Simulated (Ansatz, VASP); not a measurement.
# Two plane-wave programs on Co

The input POSCAR:

```
Co
1.0
    3.7746660651      0.0000000000      0.0000000000
   -1.8873330326      3.2689567032      0.0000000000
    0.0000000000      0.0000000000      2.3093700320
Co
3
Direct
    0.0000000000      0.0000000000      0.0000000000
    0.3333333333      0.6666666667      0.5000000000
    0.6666666667      0.3333333333      0.5000000000
```

INCAR.step1

```
  PREC = Accurate
  ENCUT = 520
  ISMEAR = -1
  SIGMA = 0.05
  LREAL = F
  LASPH = T
  NELM = 150
  ISPIN = 2
  MAGMOM = 1.847 1.93 1.93
  LMAXMIX = 4
  NBANDS = 24
  GGA = PE
  ALGO = Normal
  EDIFF = 1E-4
  LWAVE = T
  LCHARG = F
```

Contents of INCAR.step2:

```
  PREC = Accurate
  ENCUT = 520
  EDIFF = 1E-7
  ISMEAR = -1
  SIGMA = 0.05
  LREAL = F
  LASPH = T
  NELM = 150
  ALGO = Normal
  ISIF = 2
  LWAVE = F
  LCHARG = T
  ISPIN = 2
  MAGMOM = 1.847 1.93 1.93
  LORBIT = 11
  LMAXMIX = 4
  METAGGA = R2SCAN
  LMIXTAU = T
  LELF = T
  LVHAR = T
  NBANDS = 24
  ISTART = 1
```

File KPOINTS:

```
regular mesh
0
Gamma
  10 10 15
```

Input for Ansatz:

```yaml
crystal:
  lattice:
    - [3.7746660651, 0.0, 0.0]
    - [-1.8873330326, 3.2689567032, 0.0]
    - [0.0, 0.0, 2.309370032]
  atoms:
    - { symbol: Co, position: [0.0, 0.0, 0.0], spin: 1.847 }
    - { symbol: Co, position: [0.3333333333, 0.6666666667, 0.5], spin: 1.93 }
    - { symbol: Co, position: [0.6666666667, 0.3333333333, 0.5], spin: 1.93 }
hamiltonian:
  xc: r2scan
  pseudopotentials:
    kind: paw
    azcp:
      Co: "pseudopotentials/Co.paw.azcp"
basis:
  ecutwfc: 500
  fft_grid_basis: typed
kpoints:
  mp_grid: { grid: [10, 10, 15], shift: [0, 0, 0] }
magnetization:
  spin_polarized: true
scf:
  occupations: { method: fermi_dirac, width: 0.05 }
  lower_state_search: "off"
output:
  stress: true
```

Alike in both runs: task single point; functional r2SCAN; k mesh 10 × 10 × 15; occupations fermi-dirac, width 0.05 eV; collinear spin.

|  | VASP | Ansatz |
| --- | --- | --- |
| version | VASP 6.6.1 | Ansatz 0.2.0 |
| potentials or method | VASP PAW PBE potentials, release 64 (Co), cutoff 520 eV | plane waves (500 eV) with PAW, scalar-relativistic |
| valence electrons in the cell | 27 | 51 |

```csv
,VASP,Ansatz,Ansatz less VASP
net moment per atom (μB),1.68,1.68,+0.006
size of the moment on the site where the two differ most (μB),1.63,1.73,+0.094
```

VASP's potentials were made for PBE, not for r2SCAN. Site moments also hang on the region over which each program counts them. VASP's potentials hold 27 valence electrons a cell and Ansatz's 51, so a difference there can come from the potentials and not from the codes. Ansatz's warnings: stability check not made.
